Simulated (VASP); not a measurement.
Input of a VASP 6.6.1 run:

File INCAR:

```
SYSTEM = Sb
ALGO = Normal ; DIPOL = 0.5 0.5 0.500
EDIFF = 1E-6 ; ENCUT = 520
GGA = PE ; IDIPOL = 3
ISIF = 2 ; ISMEAR = -1
LASPH = .TRUE. ; LCHARG = .FALSE.
LDIPOL = .TRUE. ; LREAL = .FALSE.
LWAVE = .FALSE. ; NBANDS = 14
NELM = 60 ; PREC = Accurate
SIGMA = 0.1
```

KPOINTS

```
k-points
0
G
  11 11 1
  0 0 0
```

POSCAR

```
Sb
1.0
    3.3888387676      0.0000000000      0.0000000000
   -1.6944193838      2.9348204621      0.0000000000
    0.0000000000      0.0000000000     21.5340000000
Sb
3
Direct
    0.1666666665      0.3333333335      0.3715066748
    0.5000000005      0.9999999995      0.4999999996
    0.8333333335      0.6666666665      0.6284933252
```

Potentials or basis: VASP PAW PBE potentials, release 64 (Sb).

The run is started by

```sh
$ cat potpaw_PBE.64/Sb/POTCAR > POTCAR
$ mpirun -np 1 vasp_std > vasp.out
```

(1) Predict the largest force.

Results:

(1) 0.139 eV/Å.
